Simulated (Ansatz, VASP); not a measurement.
## One calculation of Ge, two programs

```xyz
2
Lattice="0.0000 2.7290 3.0810 2.7290 0.0000 3.0810 2.7290 2.7290 0.0000" Properties=species:S:1:pos:R:3 pbc="T T T"
Ge    2.7290    2.7290    3.0810
Ge    4.0934    4.0934    4.6215
```

Alike in both runs: task single point; functional PBE; k mesh 14 × 14 × 14; occupations gaussian, width 0.15 eV; no spin polarisation.

|  | VASP | Ansatz |
| --- | --- | --- |
| version | VASP 6.6.1 | Ansatz 0.2.0 |
| potentials or method | VASP PAW PBE potentials, release 64 (Ge_d), cutoff 520 eV | scalar-relativistic, plane waves, PAW |
| valence electrons in the cell | 28 | 28 |

```csv
,VASP,Ansatz,Ansatz less VASP
gap on the k mesh at the Fermi level (eV),none,none,-
pressure (GPa),2.7,2.7,+0.05
"traceless stress, the component that is largest in VASP (GPa)",-6.47,-6.46,+0.011
```

A gap of «none» marks a metal or a gap that the smearing closes.
